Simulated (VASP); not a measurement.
Crystal: Re.

```
Re
1.0
     0.00000    1.94500    1.94500
     1.94500    0.00000    1.94500
     1.94500    1.94500    0.00000
Re
1
Cartesian
  0.0000 0.0000 0.0000
```

This isn't the form of Re at room conditions, which is hcp.

```yaml
Program: VASP 6.6.1
Task: relaxation of cell and atoms
Functional: LDA
Potentials_or_basis: VASP PAW LDA potentials, release 64 (Re)
Cutoff: 600 eV
k_mesh: 11 × 11 × 11
Occupations: methfessel-paxton, width 0.1 eV
Spin: no spin polarisation
```

At the start: pressure -7.9 GPa; volume 14.72 Å³/atom.

Question: How do energy, volume and symmetry change on relaxing?

Answer: Over 4 steps the energy falls by 7.3 meV/atom and the volume is 14.43 Å³/atom (-2.0 %); space group Fm-3m (No. 225, to 0.1 Å) before and after.

Step by step:
| step | energy change (eV) | largest force (eV/Å) | pressure (GPa) | volume (Å³) |
| --- | --- | --- | --- | --- |
| 1 | 0.0000 | 0.0000 | -7.89 | 14.72 |
| 2 | 0.1434 | 0.0000 | 43.67 | 13.23 |
| 3 | -0.0073 | 0.0000 | -0.35 | 14.44 |
| 4 | -0.0073 | 0.0000 | -0.05 | 14.43 |

Final structure:
```cif
data_structure
_symmetry_space_group_name_H-M 'P 1'
_symmetry_Int_Tables_number 1
_cell_length_a 2.7324
_cell_length_b 2.7324
_cell_length_c 2.7324
_cell_angle_alpha 60.000
_cell_angle_beta 60.000
_cell_angle_gamma 60.000
_cell_volume 14.43
loop_
_atom_site_label
_atom_site_type_symbol
_atom_site_fract_x
_atom_site_fract_y
_atom_site_fract_z
_atom_site_occupancy
Re1 Re 0.00000 0.00000 0.00000 1
```
